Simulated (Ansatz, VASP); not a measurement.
Two plane-wave programs on Nb

INCAR

```
PREC = Accurate
ENCUT = 520
EDIFF = 1E-6
ISMEAR = -1
SIGMA = 0.05
LREAL = False
LASPH = True
NELM = 150
ALGO = Normal
ISIF = 2
LWAVE = False
LCHARG = False
ISPIN = 2
MAGMOM = 1
LORBIT = 11
LMAXMIX = 4
GGA = B5
ALDAX = 1.0
AGGAX = 1.0
AGGAC = 1.0
ALDAC = 0.0
NBANDS = 16
```

Contents of KPOINTS:

```
Automatic mesh
0
Gamma
  22 22 22
```

POSCAR

```
Nb
1.0
   -1.6287159305      1.6287159305      1.6287159305
    1.6287159305     -1.6287159305      1.6287159305
    1.6287159305      1.6287159305     -1.6287159305
Nb
1
Direct
    0.0000000000      0.0000000000      0.0000000000
```

Input for Ansatz:

```yaml
crystal:
  lattice:
    - [-1.6287159305, 1.6287159305, 1.6287159305]
    - [1.6287159305, -1.6287159305, 1.6287159305]
    - [1.6287159305, 1.6287159305, -1.6287159305]
  atoms:
    - { symbol: Nb, position: [0.0, 0.0, 0.0], spin: 1.0 }
hamiltonian:
  xc: blyp
  pseudopotentials:
    kind: paw
    azcp:
      Nb: "pseudopotentials/Nb.paw.azcp"
basis:
  ecutwfc: 420
  fft_grid_basis: typed
kpoints:
  mp_grid: { grid: [22, 22, 22], shift: [0, 0, 0] }
magnetization:
  spin_polarized: true
scf:
  occupations: { method: fermi_dirac, width: 0.05 }
output:
  stress: true
```

Alike in both runs: task single point; functional BLYP; k mesh 22 × 22 × 22; occupations fermi-dirac, width 0.05 eV; collinear spin.

```csv
,VASP,Ansatz
version,VASP 6.6.1,Ansatz 0.2.0
potentials or method,"VASP PAW PBE potentials, release 64 (Nb_sv), cutoff 520 eV","plane waves (420 eV) with PAW, scalar-relativistic"
valence electrons in the cell,13,13
```

VASP gave:

* pressure (GPa): 15.7
* net moment per atom (μB): 0.00

What did Ansatz give for the same quantities?

Pressure (GPa): 15.8; net moment per atom (μB): 0.00.

VASP's potentials were made for PBE, not for BLYP. With one functional, cell and mesh, what is left measures potentials, basis and numerics. Ansatz's warnings: seeded moment not kept.
